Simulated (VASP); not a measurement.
# Si3C4 in VASP: a series of runs, part 2 of 2

VASP 6.6.1. The steps go on from the part before.

## 4. Single point, PBE, collinear spin

Contents of INCAR:

```
  ALGO = Normal
  DIPOL = 0.5 0.5 0.345
  EDIFF = 1E-6
  ENCUT = 520
  GGA = PE
  IDIPOL = 3
  ISIF = 2
  ISMEAR = 0
  ISPIN = 2
  LASPH = T
  LCHARG = F
  LDIPOL = T
  LORBIT = 11
  LREAL = F
  LWAVE = F
  MAGMOM = 0 0 0 2 0 0 0
  NBANDS = 27
  NELM = 150
  PREC = Accurate
  SIGMA = 0.05
```

Contents of KPOINTS:

```
k-points
0
Gamma
  9 9 1
```

Contents of POSCAR:

```
Si3C4
1.0
    3.0967390168      0.0000000000      0.0000000000
    0.0000000000      3.0967390168      0.0000000000
    0.0000000000      0.0000000000     20.9699133985
C Si
4 3
Direct
    0.0000000000      0.5000000000      0.1907494764
    0.5000000000      0.0000000000      0.2951717082
    0.0000000000      0.5000000000      0.3986724483
    0.7500000000      1.0000000000      0.4870656555
    0.5000000000      0.5000000000      0.2429605923
    0.0000000000      0.0000000000      0.3461922397
    0.5000000000      0.5000000000      0.4515952555
```

Potentials or basis: VASP PAW PBE potentials, release 64 (C, Si).

Launch:

```
$ cat potpaw_PBE.64/C/POTCAR potpaw_PBE.64/Si/POTCAR > POTCAR
$ mpirun -np 1 vasp_std > vasp.out
```

OUTCAR:

```text
EDIFF = 1E-6
   ENCUT = 520
   GGA = PE
   ISIF = 2
   ISMEAR = 0
   ISPIN = 2
   LASPH = T
   LORBIT = 11
   LREAL = F
   NELM = 150
   PREC = Accurate

 ion  position               nearest neighbor table
   1  0.000  0.500  0.191-   5 1.90   5 1.90
   2  0.500  0.000  0.295-   6 1.88   6 1.88   5 1.90   5 1.90
   3  0.000  0.500  0.399-   6 1.90   6 1.90   7 1.91   7 1.91
   4  0.750  0.000  0.487-   7 1.88   7 1.88
   5  0.500  0.500  0.243-   1 1.90   2 1.90   2 1.90   1 1.90   6 3.08   6 3.08   6 3.08   6 3.08

   6  0.000  0.000  0.346-   2 1.88   2 1.88   3 1.90   3 1.90   5 3.08   5 3.08   5 3.08   5 3.08
                             7 3.11   7 3.11   7 3.11   7 3.11
   7  0.500  0.500  0.452-   4 1.88   4 1.88   3 1.91   3 1.91   6 3.11   6 3.11   6 3.11   6 3.11

  LATTYP: Found a simple tetragonal cell.
 ALAT       =     3.0967390168
[... 1628 lines left out ...]
  Total        0.5266104     -2.0796405     -1.0365491      0.0000000      0.0000000     -2.3277920
  in kB        4.1956008    -16.5688742     -8.2583752      0.0000000      0.0000000    -18.5459420
  external PRESSURE =      -6.8772162 kB  Pullay stress =       0.0000000 kB

 VOLUME and BASIS-vectors are now :
 -----------------------------------------------------------------------------
  energy-cutoff  :      520.00
  volume of cell :      201.10
      direct lattice vectors                 reciprocal lattice vectors
     3.096739017  0.000000000  0.000000000     0.322920335  0.000000000  0.000000000
     0.000000000  3.096739017  0.000000000     0.000000000  0.322920335  0.000000000
     0.000000000  0.000000000 20.969913399     0.000000000  0.000000000  0.047687369

 POSITION                                       TOTAL-FORCE (eV/Angst)
 -----------------------------------------------------------------------------------
      0.00000      1.54837      4.00000        -0.038820      0.000000      1.982102
      1.54837      0.00000      6.18973         0.050867      0.000000      0.115270
      0.00000      1.54837      8.36013         1.131084      0.000000     -0.796409
      2.32255      0.00000     10.21372        -1.536420      0.000000     -0.019535
      1.54837      1.54837      5.09486         0.003169      0.000000     -2.137572
      0.00000      0.00000      7.25962        -0.017372      0.000000      0.006642
      1.54837      1.54837      9.46991         0.407493      0.000000      0.849501
 -----------------------------------------------------------------------------------
    total drift:                                0.000148      0.000000     -0.000057

  FREE ENERGIE OF THE ION-ELECTRON SYSTEM (eV)
  ---------------------------------------------------
  free  energy   TOTEN  =       -45.6514387525 eV

  energy  without entropy=      -45.6466517391  energy(sigma->0) =      -45.64904525

 vacuum level on the upper side and lower side of the slab         4.557         5.805

 total charge

# of ion       s       p       d       tot
------------------------------------------
    1        0.927   1.301   0.000   2.228
    2        0.850   1.675   0.000   2.524
    3        0.855   1.651   0.000   2.506
    4        0.951   1.300   0.000   2.251
    5        0.711   0.962   0.000   1.673
    6        0.718   0.952   0.000   1.669
    7        0.713   0.947   0.000   1.660
--------------------------------------------------
tot          5.724   8.787   0.000  14.511

 magnetization (x)

# of ion       s       p       d       tot
------------------------------------------
    1       -0.000  -0.000   0.000  -0.000
    2       -0.000  -0.000   0.000  -0.000
    3        0.000   0.000   0.000   0.000
    4        0.000   0.000   0.000   0.000
    5       -0.000  -0.000   0.000  -0.000
    6        0.000  -0.000   0.000  -0.000
    7        0.000   0.000   0.000   0.000
--------------------------------------------------
tot          0.000   0.000   0.000   0.000
```

OSZICAR:

```text
N       E                     dE             d eps       ncg     rms          rms(c)
DAV:   1     0.140744700431E+03    0.14074E+03   -0.10688E+04  2700   0.818E+02
DAV:   2    -0.317807850384E+02   -0.17253E+03   -0.16256E+03  3910   0.179E+02
DAV:   3    -0.486959178341E+02   -0.16915E+02   -0.16527E+02  3492   0.529E+01
DAV:   4    -0.493618402491E+02   -0.66592E+00   -0.66290E+00  3736   0.127E+01
[... 27 lines left out ...]
DAV:  32    -0.456514328985E+02   -0.50607E-05   -0.72427E-06  3319   0.873E-03    0.440E-03
DAV:  33    -0.456514356487E+02   -0.27502E-05   -0.22021E-06  2904   0.538E-03    0.209E-03
DAV:  34    -0.456514372312E+02   -0.15824E-05   -0.86806E-07  2762   0.313E-03    0.105E-03
DAV:  35    -0.456514383879E+02   -0.11567E-05   -0.28383E-07  2609   0.193E-03    0.812E-04
DAV:  36    -0.456514387525E+02   -0.36465E-06   -0.17265E-07  2627   0.136E-03
   1 F= -.45651439E+02 E0= -.45649045E+02  d E =-.478701E-02  mag=    -0.0000
```

stdout:

```text
POSCAR found type information on POSCAR C Si
 POSCAR found :  2 types and       7 ions
 scaLAPACK will be used
 LDA part: xc-table for (Slater+PW92), standard interpolation
 POSCAR, INCAR and KPOINTS ok, starting setup
 FFT: planning ... GRIDC
 FFT: planning ... GRID_SOFT
 FFT: planning ... GRID
 WAVECAR not read
 entering main loop
```

Wall time 9.7 min (1 thread of Oxide Virtual Turin-like, shared host); peak memory 0.43 GiB.

Results:

- Free energy: -45.6514 eV
- Largest force: 2.138 eV/Å
- Band gap on the k mesh: zero (filled and empty bands overlap)
- Net moment: 0.00 μB per cell
- Valence electrons inside the program's atomic spheres: C 2.23, 2.52, 2.51, 2.25; Si 1.67, 1.66

Forces in eV/Å, atoms in the order of the input:
```
C   -0.039  0.000  1.982
C    0.051  0.000  0.115
C    1.131  0.000 -0.796
C   -1.536  0.000 -0.020
Si   0.003  0.000 -2.138
Si  -0.017  0.000  0.007
Si   0.407  0.000  0.850
```

## 5. Single point, PBE, collinear spin

Contents of INCAR:

```
PREC = Accurate
ENCUT = 520
EDIFF = 1E-6
ISMEAR = 0
SIGMA = 0.05
LREAL = F
LASPH = T
NELM = 150
ALGO = Normal
ISIF = 2
LWAVE = F
LCHARG = T
ISPIN = 2
MAGMOM = 0 0 0 2 0 0 0
LORBIT = 11
LDIPOL = T
IDIPOL = 3
DIPOL = 0.5 0.5 0.344
GGA = PE
LELF = T
LVHAR = T
LVACPOTAV = T
NBANDS = 27
```

Contents of KPOINTS:

```
Automatic mesh
0
Gamma
  9 9 1
```

Changes to POSCAR since step 4:

```diff
@@ -11,3 +11,3 @@
     0.0000000000      0.5000000000      0.3986724483
-    0.7500000000      1.0000000000      0.4870656555
+    1.0000000000      0.7500000000      0.4812742215
     0.5000000000      0.5000000000      0.2429605923
```

Launch:

```
$ cat potpaw_PBE.64/C/POTCAR potpaw_PBE.64/Si/POTCAR > POTCAR
$ mpirun -np 1 vasp_std > vasp.out
```

It took 9.3 min on 1 thread of Oxide Virtual Turin-like, shared host; peak memory 0.43 GiB.

The run converged. Its results:

| Property | Result |
| --- | --- |
| Free energy | -44.9361 eV |
| Largest force | 2.297 eV/Å |
| Band gap on the k mesh | zero (filled and empty bands overlap) |
| Net moment | -0.02 μB per cell |
| Valence electrons inside the program's atomic spheres | C 2.23, 2.53, 2.51, 2.31; Si 1.67, 1.66, 1.60 |

Forces in eV/Å, atoms in the order of the input:
```
C    0.000 -0.009  1.987
C    0.000  0.279  0.332
C    0.000  0.803 -1.576
C    0.000 -0.739  0.007
Si   0.000  0.016 -2.297
Si   0.000 -0.240 -0.388
Si   0.000 -0.111  1.934
```

Levels at points of the mesh, in eV from the Fermi level:
Spin up:
| k point | band 10 | band 11 | band 12 | band 13 | band 14 | band 15 | band 16 | band 17 | band 18 | band 19 |
| --- | --- | --- | --- | --- | --- | --- | --- | --- | --- | --- |
| (0.00, 0.00, 0.00) | -2.36 | -1.03 | -0.72 | -0.45 | 0.00 | 0.50 | 1.79 | 2.27 | 3.00 | 3.91 |
Spin down:
```csv
k point,band 11,band 12,band 13,band 14,band 15,band 16,band 17,band 18
"(0.00, 0.00, 0.00)",-1.03,-0.73,-0.45,0.00,0.48,1.78,2.28,2.98
```
